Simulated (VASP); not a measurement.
Here is a VASP 6.6.1 calculation.

Contents of INCAR:

```
SYSTEM = PbO2
  PREC = Accurate
  ENCUT = 520
  EDIFF = 1E-7
  ISMEAR = 0
  SIGMA = 0.1
  LREAL = .FALSE.
  LASPH = .TRUE.
  NELM = 100
  ALGO = Normal
  ISIF = 2
  LWAVE = .FALSE.
  LCHARG = .FALSE.
  GGA = PE
  NBANDS = 35
```

Contents of KPOINTS:

```
Automatic mesh
0
G
  12 12 12
  0 0 0
```

Contents of POSCAR:

```
PbO2
1.0
   -2.1500908950      2.1500908950      5.4546185834
    2.1500908950     -2.1500908950      5.4546185834
    2.1500908950      2.1500908950     -5.4546185834
Pb O
2 4
Direct
    0.2500000000      0.7500000000      0.5000000000
    0.5000000000      0.5000000000      0.0000000000
    0.0489658429      0.5489658429      0.5000000000
    0.4510341571      0.9510341571      0.5000000000
    0.7010341571      0.7010341571      0.0000000000
    0.2989658429      0.2989658429      0.0000000000
```

Potentials or basis: VASP PAW PBE potentials, release 64 (Pb_d, O).

Run with:

```bash
$ cat potpaw_PBE.64/Pb_d/POTCAR potpaw_PBE.64/O/POTCAR > POTCAR
$ mpirun -np 1 vasp_std > vasp.out
```

(1) What does it give for the pressure?

(2) What does it give for the largest force?

(3) Estimate the band gap on the k mesh.

## Answers

(1) 0.2 GPa.

(2) 0.021 eV/Å.

(3) zero (band 26 reaches 2.22 eV, above the bottom of band 27 at 2.03 eV).

Caveat: spin-orbit coupling is left out, which moves the levels of the heavy elements.
